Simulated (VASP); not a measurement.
# Mg3CdTe4 (P3m1) in VASP: notebook

The runs below take Mg3CdTe4 through single point, with PBE.

All numbers are computed with VASP 6.6.1; they aren't measurements. Logs are shortened: lines on timing, memory, paths and dates and some standing lists are left out, and cuts for length are marked.

## 1. The cell of the first run

It takes space group P3m1 (No. 156, trigonal). The conventional cell has a = 4.218 Å, b = 4.218 Å, c = 13.842 Å, α = 90.00°, β = 90.00°, γ = 120.00°. Within 3.4 Å of Mg (site symmetry 3m) lie 4 Te at 2.59 Å. Within 3.4 Å of Mg (site symmetry 3m) lie 4 Te at 2.59 Å. Within 3.4 Å of Mg (site symmetry 3m) lie 4 Te at 2.59 Å. Within 3.4 Å of Cd (site symmetry 3m) lie 4 Te at 2.59 Å. Within 3.4 Å of Te (site symmetry 3m) lie 4 Mg at 2.59 Å. Within 3.4 Å of Te (site symmetry 3m) lie 3 Mg at 2.59 Å and 1 Cd at 2.59 Å. Within 3.4 Å of Te (site symmetry 3m) lie 3 Cd at 2.59 Å and 1 Mg at 2.59 Å. Te (site symmetry 3m) has 4 Mg at 2.59 Å within 3.4 Å.

## 2. Single point, PBE

Contents of INCAR:

```
PREC = Accurate
ENCUT = 520
EDIFF = 1E-7
ISMEAR = 0
SIGMA = 0.1
LREAL = F
LASPH = T
NELM = 60
ALGO = Normal
ISIF = 2
LWAVE = F
LCHARG = F
GGA = PE
NBANDS = 31
```

Contents of KPOINTS:

```
Automatic mesh
0
Gamma
  6 6 2
```

Contents of POSCAR:

```
Mg3CdTe4
1.0
    4.2178922800      0.0000000000      0.0000000000
   -2.1089461400      3.6528018600      0.0000000000
    0.0000000000      0.0000000000     13.8417407900
Mg Cd Te
3 1 4
Direct
    0.3333333300      0.6666666700      0.0001822800
    0.6666666700      0.3333333300      0.2501822800
    0.6666666700      0.3333333300      0.7501822800
    0.3333333300      0.6666666700      0.5001822800
    0.3333333300      0.6666666700      0.1873177100
    0.3333333300      0.6666666700      0.6873177100
    0.6666666700      0.3333333300      0.4373177100
    0.6666666700      0.3333333300      0.9373177100
```

Potentials or basis: VASP PAW PBE potentials, release 64 (Mg, Cd, Te).

Launch:

```bash
> cat potpaw_PBE.64/Mg/POTCAR potpaw_PBE.64/Cd/POTCAR potpaw_PBE.64/Te/POTCAR > POTCAR
> mpirun -np 1 vasp_std > vasp.out
```

OUTCAR:

```text
PREC = Accurate
   ENCUT = 520
   EDIFF = 1E-7
   ISMEAR = 0
   LREAL = F
   LASPH = T
   NELM = 60
   ISIF = 2
   GGA = PE

 ion  position               nearest neighbor table
   1  0.333  0.667  0.000-   8 2.59   8 2.59   8 2.59   5 2.59
   2  0.667  0.333  0.250-   5 2.59   5 2.59   5 2.59   7 2.59
   3  0.667  0.333  0.750-   6 2.59   6 2.59   6 2.59   8 2.59
   4  0.333  0.667  0.500-   7 2.59   7 2.59   7 2.59   6 2.59
   5  0.333  0.667  0.187-   2 2.59   2 2.59   2 2.59   1 2.59
   6  0.333  0.667  0.687-   3 2.59   3 2.59   3 2.59   4 2.59
   7  0.667  0.333  0.437-   4 2.59   4 2.59   4 2.59   2 2.59
   8  0.667  0.333  0.937-   1 2.59   1 2.59   1 2.59   3 2.59

  LATTYP: Found a hexagonal cell.
 ALAT       =     4.2178922800
 C/A-ratio  =     3.2816724257

  Lattice vectors:

 A1 = (   4.2178922800,   0.0000000000,   0.0000000000)
 A2 = (  -2.1089461400,   3.6528018600,   0.0000000000)
 A3 = (   0.0000000000,   0.0000000000,  13.8417407900)

Analysis of symmetry for initial positions (statically):
=====================================================================
 Subroutine PRICEL returns:
 Original cell was already a primitive cell.

 Routine SETGRP: Setting up the symmetry group for a
 hexagonal supercell.

 Subroutine GETGRP returns: Found  6 space group operations
 (whereof  6 operations were pure point group operations)
 out of a pool of 24 trial point group operations.

The static configuration has the point symmetry C_3v.

Analysis of symmetry for dynamics (positions and initial velocities):
=====================================================================
 Subroutine PRICEL returns:
 Original cell was already a primitive cell.

 Routine SETGRP: Setting up the symmetry group for a
 hexagonal supercell.

 Subroutine GETGRP returns: Found  6 space group operations
 (whereof  6 operations were pure point group operations)
 out of a pool of 24 trial point group operations.

The dynamic configuration has the point symmetry C_3v.

 Subroutine INISYM returns: Found  6 space group operations
 (whereof  6 operations are pure point group operations),
 and found     1 'primitive' translations

----------------------------------------------------------------------------------------

                                     Primitive cell

  volume of cell :     213.2614

  direct lattice vectors                    reciprocal lattice vectors
     4.217892280  0.000000000  0.000000000     0.237085239  0.136881227  0.000000000
    -2.108946140  3.652801860  0.000000000     0.000000000  0.273762454  0.000000000
     0.000000000  0.000000000 13.841740790     0.000000000  0.000000000  0.072245248

  length of vectors
     4.217892280  4.217892276 13.841740790     0.273762453  0.273762454  0.072245248

  position of ions in fractional coordinates (direct lattice)
     0.333333330  0.666666670  0.000182280
     0.666666670  0.333333330  0.250182280
     0.666666670  0.333333330  0.750182280
     0.333333330  0.666666670  0.500182280
     0.333333330  0.666666670  0.187317710
     0.333333330  0.666666670  0.687317710
     0.666666670  0.333333330  0.437317710
     0.666666670  0.333333330  0.937317710

  ion indices of the primitive-cell ions
   primitive index   ion index
                 1           1
                 2           2
                 3           3
                 4           4
                 5           5
                 6           6
                 7           7
                 8           8

----------------------------------------------------------------------------------------

 KPOINTS: Automatic mesh

Automatic generation of k-mesh.
 Grid dimensions read from file:
 generate k-points for:    6    6    2

 Generating k-lattice:

  Cartesian coordinates                     Fractional coordinates (reciprocal lattice)
     0.039514207  0.022813538  0.000000000     0.166666667 -0.000000000  0.000000000
     0.000000000  0.045627076  0.000000000     0.000000000  0.166666667  0.000000000
     0.000000000  0.000000000  0.036122624     0.000000000  0.000000000  0.500000000

  Length of vectors
     0.045627076  0.045627076  0.036122624

  Shift w.r.t. Gamma in fractional coordinates (k-lattice)
     0.000000000  0.000000000  0.000000000

 Subroutine IBZKPT returns following result:
 ===========================================

 Found     14 irreducible k-points:

 Following reciprocal coordinates:
            Coordinates               Weight
  0.000000  0.000000  0.000000      1.000000
  0.166667 -0.000000  0.000000      6.000000
  0.333333  0.000000  0.000000      6.000000
  0.500000 -0.000000  0.000000      3.000000
  0.166667  0.166667  0.000000      6.000000
  0.333333  0.166667  0.000000     12.000000
  0.333333  0.333333  0.000000      2.000000
  0.000000  0.000000  0.500000      1.000000
  0.166667 -0.000000  0.500000      6.000000
  0.333333  0.000000  0.500000      6.000000
  0.500000 -0.000000  0.500000      3.000000
  0.166667  0.166667  0.500000      6.000000
  0.333333  0.166667  0.500000     12.000000
  0.333333  0.333333  0.500000      2.000000
   k-points           NKPTS =     14   k-points in BZ     NKDIM =     14   number of bands    NBANDS=     31
   number of dos      NEDOS =    301   number of ions     NIONS =      8
   total plane-waves  NPLWV = 110592
   dimension x,y,z NGX =    32 NGY =   32 NGZ =  108
   dimension x,y,z NGXF=    64 NGYF=   64 NGZF=  216
   ions per type =               3   1   4
   NGX,Y,Z   is equivalent  to a cutoff of  12.61, 12.61, 12.97 a.u.
   NGXF,Y,Z  is equivalent  to a cutoff of  25.23, 25.23, 25.94 a.u.
 SYSTEM =  unknown system
   PREC   = accura    normal or accurate (medium, high low for compatibility)
   ISTART =      0    job   : 0-new  1-cont  2-samecut
   ICHARG =      2    charge: 1-file 2-atom 10-const
   ISPIN  =      1    spin polarized calculation?
   LNONCOLLINEAR =      F non collinear calculations
   LSORBIT =      F    spin-orbit coupling
   LASPH  =      T    aspherical Exc in radial PAW
   ENCUT  =  520.0 eV  38.22 Ry    6.18 a.u.   7.84  7.84 25.74*2*pi/ulx,y,z
   NELM   =     60;   NELMIN=  2; NELMDL= -5     # of ELM steps
   EDIFF  = 0.1E-06   stopping-criterion for ELM
   LREAL  =      F    real-space projection
   EDIFFG = 0.1E-05   stopping-criterion for IOM
   NSW    =      0    number of steps for IOM
   IBRION =     -1    ionic relax: 0-MD 1-quasi-New 2-CG
   NFREE  =      0    steps in history (QN), initial steepest desc. (CG)
   ISIF   =      2    stress and relaxation
   ISYM   =      2    0-nonsym 1-usesym 2-fastsym
   POTIM  = 0.5000    time-step for ionic-motion
   TEBEG  =    0.0;   TEEND  =   0.0 temperature during run
   PSTRESS=    0.0 pullay stress
   NELECT =      42.0000    total number of electrons
   NUPDOWN=      -1.0000    fix difference up-down
   EMIN   =  10.00;   EMAX   =-10.00  energy-range for DOS
   EFERMI =   0.00;   METHOD = LEGACY
   ISMEAR =     0;   SIGMA  =   0.10  broadening in eV -4-tet -1-fermi 0-gaus
   EFERMI_NEDOS =   21; number of points for ismear=-14 and -15
   IALGO  =     38    algorithm
   IMIX   =      4    mixing-type and parameters
     AMIX     =   0.40;   BMIX     =  1.00
     AMIX_MAG =   1.60;   BMIX_MAG =  1.00
  volume/ion in A,a.u.               =      26.66       179.89
  Fermi-wavevector in a.u.,A,eV,Ry     =   0.952476  1.799918 12.343336  0.907210
  Thomas-Fermi vector in A             =   2.081042
   LORBIT       =      0    0 simple, 1 ext, 2 COOP (PROOUT), +10 PAW based schemes
   GGA     = PE    functional components
   LHFCALC =     F    Hartree Fock is set to
   AEXX    =    0.0000 exact exchange contribution
   IVDW    =     0    specifies the selected vdW correction
   LEPSILON=     F    determine dielectric tensor
   LRPA    =     F    only Hartree local field effects (RPA)
 non-spin polarized calculation
 Gauss-broadening in eV      SIGMA  =   0.10
  energy-cutoff  :      520.00
  volume of cell :      213.26
 maximum number of plane-waves:      5790
 NGX is ok and might be reduce to    32
   NGX = 15   NGY = 15   NGZ = 51

 number of electron      41.9999997 magnetization

 Free energy of the ion-electron system (eV)
  ---------------------------------------------------
  ext. energy  EPLUGINS =         0.00000000
  ---------------------------------------------------
  free energy    TOTEN  =       -21.22290347 eV

  energy without entropy =      -21.22290347  energy(sigma->0) =      -21.22290347

 E-fermi :   4.8627     XC(G=0):  -8.9927

 val. band max:        4.3839118535   @ k =   0.0000   0.0000   0.0000
 cond. band min:       6.7272191280   @ k =   0.5000  -0.0000   0.5000
 fundamental gap:      2.3433072745
 Fermi energy:         4.8627042999

 k-point     1 :       0.0000    0.0000    0.0000
  band No.  band energies     occupation
      1      -7.6712      2.00000
      2      -7.2066      2.00000
      3      -7.0086      2.00000
      4      -6.5456      2.00000
      5      -4.5631      2.00000
      6      -4.5631      2.00000
[... 23 lines left out ...]
     30       9.6808      0.00000
     31       9.7129      0.00000

 k-point     2 :       0.1667   -0.0000    0.0000
  band No.  band energies     occupation
      1      -7.5258      2.00000
      2      -7.0661      2.00000
      3      -6.8555      2.00000
      4      -6.4316      2.00000
      5      -4.5204      2.00000
      6      -4.5014      2.00000
[... 23 lines left out ...]
     30       9.7856      0.00000
     31      10.2529      0.00000

 k-point     3 :       0.3333    0.0000    0.0000
  band No.  band energies     occupation
      1      -7.2316      2.00000
      2      -6.7355      2.00000
      3      -6.4964      2.00000
      4      -6.1922      2.00000
      5      -4.4423      2.00000
      6      -4.3535      2.00000
[... 23 lines left out ...]
     30      10.1753      0.00000
     31      11.3073      0.00000

 k-point     4 :       0.5000   -0.0000    0.0000
  band No.  band energies     occupation
      1      -7.0924      2.00000
      2      -6.5284      2.00000
      3      -6.2576      2.00000
      4      -6.0891      2.00000
      5      -4.4103      2.00000
      6      -4.3392      2.00000
[... 23 lines left out ...]
     30      11.0662      0.00000
     31      11.3161      0.00000

 k-point     5 :       0.1667    0.1667    0.0000
  band No.  band energies     occupation
      1      -7.3048      2.00000
      2      -6.8280      2.00000
      3      -6.5964      2.00000
      4      -6.2522      2.00000
      5      -4.4715      2.00000
      6      -4.3615      2.00000
[... 23 lines left out ...]
     30       9.7024      0.00000
     31       9.8214      0.00000
[... 202 lines left out ...]
     30       9.9391      0.00000
     31      10.1812      0.00000

 k-point    12 :       0.1667    0.1667    0.5000
  band No.  band energies     occupation
      1      -7.3003      2.00000
      2      -6.8517      2.00000
      3      -6.5727      2.00000
      4      -6.2550      2.00000
      5      -4.4715      2.00000
      6      -4.3611      2.00000
[... 23 lines left out ...]
     30      10.0967      0.00000
     31      10.2042      0.00000

 k-point    13 :       0.3333    0.1667    0.5000
  band No.  band energies     occupation
      1      -7.0941      2.00000
      2      -6.5360      2.00000
      3      -6.2738      2.00000
      4      -6.0779      2.00000
      5      -4.4271      2.00000
      6      -4.2896      2.00000
[... 23 lines left out ...]
     30       9.9587      0.00000
     31      10.1505      0.00000

 k-point    14 :       0.3333    0.3333    0.5000
  band No.  band energies     occupation
      1      -7.0315      2.00000
      2      -6.4309      2.00000
      3      -6.0917      2.00000
      4      -6.0797      2.00000
      5      -4.4258      2.00000
      6      -4.2324      2.00000
[... 23 lines left out ...]
     30      10.9392      0.00000
     31      11.3651      0.00000

------------------------ aborting loop because EDIFF is reached ----------------------------------------

  FORCE on cell =-STRESS in cart. coord.  units (eV):
  Direction    XX          YY          ZZ          XY          YZ          ZX
  --------------------------------------------------------------------------------------
  -------------------------------------------------------------------------------------
  Total       22.5491886     22.5491885     22.4947372      0.0000000     -0.0000000     -0.0000000
  in kB      169.4061568    169.4061563    168.9970777      0.0000000     -0.0000000     -0.0000000
  external PRESSURE =     169.2697969 kB  Pullay stress =       0.0000000 kB

 VOLUME and BASIS-vectors are now :
 -----------------------------------------------------------------------------
  energy-cutoff  :      520.00
  volume of cell :      213.26
      direct lattice vectors                 reciprocal lattice vectors
     4.217892280  0.000000000  0.000000000     0.237085239  0.136881227  0.000000000
    -2.108946140  3.652801860  0.000000000     0.000000000  0.273762454  0.000000000
     0.000000000  0.000000000 13.841740790     0.000000000  0.000000000  0.072245248

 POSITION                                       TOTAL-FORCE (eV/Angst)
 -----------------------------------------------------------------------------------
     -0.00000      2.43520      0.00252        -0.000000     -0.000000      0.013603
      2.10895      1.21760      3.46296         0.000000     -0.000000     -0.032083
      2.10895      1.21760     10.38383        -0.000000     -0.000000      0.014453
     -0.00000      2.43520      6.92339        -0.000000      0.000000      0.082249
     -0.00000      2.43520      2.59280         0.000000     -0.000000     -0.004401
     -0.00000      2.43520      9.51367         0.000000     -0.000000      0.745044
      2.10895      1.21760      6.05324        -0.000000      0.000000     -0.805833
      2.10895      1.21760     12.97411         0.000000     -0.000000     -0.013032
 -----------------------------------------------------------------------------------
    total drift:                                0.000011     -0.000006     -0.000189

  FREE ENERGIE OF THE ION-ELECTRON SYSTEM (eV)
  ---------------------------------------------------
  free  energy   TOTEN  =       -21.2229034667 eV

  energy  without entropy=      -21.2229034667  energy(sigma->0) =      -21.22290347
```

Wall time 2.7 min (1 thread of Intel Xeon 8259CL, shared host); peak memory 0.37 GiB.

Results:

* Free energy: -21.2229 eV
* Pressure: 16.9 GPa
* Largest force: 0.806 eV/Å
* Band gap on the k mesh: 2.34 eV (least direct gap 2.46 eV)

Forces on the atoms (eV/Å):
```
Mg   0.000  0.000  0.014
Mg   0.000  0.000 -0.032
Mg   0.000  0.000  0.014
Cd   0.000  0.000  0.082
Te   0.000  0.000 -0.004
Te   0.000  0.000  0.745
Te   0.000  0.000 -0.806
Te   0.000  0.000 -0.013
```

Caveat: the cell stands under pressure; spin-orbit coupling is left out, which moves the levels of the heavy elements.

## 3. Single point, PBE

This run uses another cell than the first one, of 34.61 Å³/atom.

Contents of INCAR:

```
PREC = Accurate
ENCUT = 520
EDIFF = 1E-7
ISMEAR = 0
SIGMA = 0.1
LREAL = F
LASPH = T
NELM = 100
ALGO = Normal
ISIF = 2
LWAVE = F
LCHARG = T
GGA = PE
LELF = T
LVHAR = T
NBANDS = 31
```

KPOINTS is that of step 2.

Contents of POSCAR:

```
Mg3CdTe4
1.0
    4.6125316856      0.0000000000      0.0000000000
   -2.3062658428      3.9945696155      0.0000000000
    0.0000000000      0.0000000000     15.0257508595
Mg Cd Te
3 1 4
Direct
    0.3333333333      0.6666666667     -0.0006104106
    0.6666666667      0.3333333333      0.2471398398
    0.6666666667      0.3333333333      0.7510916066
    0.3333333333      0.6666666667      0.5013318396
    0.3333333333      0.6666666667      0.1867950531
    0.3333333333      0.6666666667      0.6911357039
    0.6666666667      0.3333333333      0.4344548068
    0.6666666667      0.3333333333      0.9386615209
```

Potentials or basis: VASP PAW PBE potentials, release 64 (Mg, Cd, Te).

Launch:

```bash
> cat potpaw_PBE.64/Mg/POTCAR potpaw_PBE.64/Cd/POTCAR potpaw_PBE.64/Te/POTCAR > POTCAR
> mpirun -np 1 vasp_std > vasp.out
```

OUTCAR:

```text
PREC = Accurate
   ENCUT = 520
   EDIFF = 1E-7
   ISMEAR = 0
   LREAL = F
   LASPH = T
   NELM = 100
   ISIF = 2
   GGA = PE

 ion  position               nearest neighbor table
   1  0.333  0.667  0.999-   8 2.82   8 2.82   8 2.82   5 2.82
   2  0.667  0.333  0.247-   5 2.81   5 2.81   5 2.81   7 2.81
   3  0.667  0.333  0.751-   6 2.81   6 2.81   6 2.81   8 2.82
   4  0.333  0.667  0.501-   7 2.85   7 2.85   7 2.85   6 2.85
   5  0.333  0.667  0.187-   2 2.81   2 2.81   2 2.81   1 2.82
   6  0.333  0.667  0.691-   3 2.81   3 2.81   3 2.81   4 2.85
   7  0.667  0.333  0.434-   2 2.81   4 2.85   4 2.85   4 2.85
[... 677 lines left out ...]
  Total        0.5865729      0.5865729      0.6283592      0.0000000     -0.0000000     -0.0000000
  in kB        3.3945880      3.3945880      3.6364116      0.0000000     -0.0000000     -0.0000000
  external PRESSURE =       3.4751959 kB  Pullay stress =       0.0000000 kB

 VOLUME and BASIS-vectors are now :
 -----------------------------------------------------------------------------
  energy-cutoff  :      520.00
  volume of cell :      276.85
      direct lattice vectors                 reciprocal lattice vectors
     4.612531686  0.000000000  0.000000000     0.216800679  0.125169930  0.000000000
    -2.306265843  3.994569616  0.000000000     0.000000000  0.250339860  0.000000000
     0.000000000  0.000000000 15.025750860     0.000000000  0.000000000  0.066552415

 POSITION                                       TOTAL-FORCE (eV/Angst)
 -----------------------------------------------------------------------------------
     -0.00000      2.66305     15.01658         0.000000     -0.000000      0.007649
      2.30627      1.33152      3.71346         0.000000     -0.000000     -0.011316
      2.30627      1.33152     11.28572         0.000000     -0.000000      0.007540
     -0.00000      2.66305      7.53289         0.000000     -0.000000     -0.018812
     -0.00000      2.66305      2.80674        -0.000000      0.000000     -0.008469
     -0.00000      2.66305     10.38483         0.000000     -0.000000      0.037055
      2.30627      1.33152      6.52801        -0.000000      0.000000     -0.003525
      2.30627      1.33152     14.10409         0.000000      0.000000     -0.010123
 -----------------------------------------------------------------------------------
    total drift:                               -0.000000     -0.000000     -0.000243

  FREE ENERGIE OF THE ION-ELECTRON SYSTEM (eV)
  ---------------------------------------------------
  free  energy   TOTEN  =       -24.0024620936 eV

  energy  without entropy=      -24.0024620936  energy(sigma->0) =      -24.00246209
```

It took 3.4 min on 1 thread of Intel Xeon 8259CL, shared host; peak memory 0.45 GiB.

What came out:

```yaml
Free_energy: -24.0025 eV
Pressure: 0.3 GPa
Largest_force: 0.037 eV/Å
Band_gap_on_the_k_mesh: 1.62 eV
```

Forces in eV/Å, atoms in the order of the input:
```
Mg   0.000  0.000  0.008
Mg   0.000  0.000 -0.011
Mg   0.000  0.000  0.008
Cd   0.000  0.000 -0.019
Te   0.000  0.000 -0.008
Te   0.000  0.000  0.037
Te   0.000  0.000 -0.004
Te   0.000  0.000 -0.010
```

Caveat: spin-orbit coupling is left out, which moves the levels of the heavy elements. A k mesh can miss the band edges.
